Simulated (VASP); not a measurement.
Runs of VASP 6.6.1 on CuNi2. The structure is that of space group Fm-3m (No. 225), or close to it. The cells are those of the table. 

```csv
task,cell,k mesh,cutoff (eV),gap on the mesh (eV),pressure (GPa),moment (μB)
single point,"a = 3.838 Å, angles 60.0°, 3 atoms",14 × 14 × 14,520,none,(a),0.96
single point,"a = 3.836 Å, angles 60.0°, 3 atoms",6 × 6 × 6,520,none,0.4,0.93
relaxation of cell and atoms,"relaxed from a = 3.547 Å, angles 60.0°, 3 atoms",6 × 6 × 6,600,none,-0.3,0.93
single point,"a = 3.547 Å, angles 60.0°, 3 atoms",6 × 6 × 6,520,none,(b),0.94
```

Alike in all rows: level PBE; potentials or basis VASP PAW PBE potentials, release 64 (Cu, Ni); spin collinear, ferromagnetic start; smearing gaussian 0.1 eV.

Q: Estimate the missing entries.

A: (a) 0.3; (b) 54.8.

Caveats: some runs use coarse meshes.

A gap of «none» marks levels without a gap at the run's occupations.
